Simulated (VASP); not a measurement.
A run of VASP 6.6.1 is set up as follows.

INCAR

```
ALGO     = Normal         # electronic algorithm
EDIFF    = 1E-6           # SCF threshold, eV
ENCUT    = 600            # plane-wave cutoff, eV
GGA      = PE             # functional
GGA_COMPAT= F            
ISIF     = 2              # what is computed and relaxed
ISMEAR   = 0              # smearing method
IVDW     = 12             # dispersion correction
LASPH    = T              # aspherical terms in the spheres
LCHARG   = F              # write CHGCAR
LREAL    = F              # projectors in reciprocal space
LWAVE    = F              # write WAVECAR
NBANDS   = 10             # bands
NELM     = 120            # most SCF steps
PREC     = Accurate       # precision mode
SIGMA    = 0.1            # smearing width, eV
```

File KPOINTS:

```
k-points
0
Gamma
  8 8 8
```

Contents of POSCAR:

```
Os
1.0
   -1.5182944859      1.5182944859      1.5182944859
    1.5182944859     -1.5182944859      1.5182944859
    1.5182944859      1.5182944859     -1.5182944859
Os
1
Direct
    0.0000000000      0.0000000000      0.0000000000
```

Potentials or basis: VASP PAW PBE potentials, release 64 (Os).

Command:

```bash
$ cat potpaw_PBE.64/Os/POTCAR > POTCAR
$ mpirun -np 1 vasp_std > vasp.out
```

(1) What does it give for the band gap on the k mesh?

(2) Estimate the dispersion energy per atom.

## Answers

(1) zero (bands 4 and 5 overlap by 4.28 eV).

(2) -0.654 eV.

Caveat: the k points lie up to 0.37 Å⁻¹ apart, too coarse for converged energies and pressures of a metal; spin-orbit coupling is left out, which moves the levels of the heavy elements.
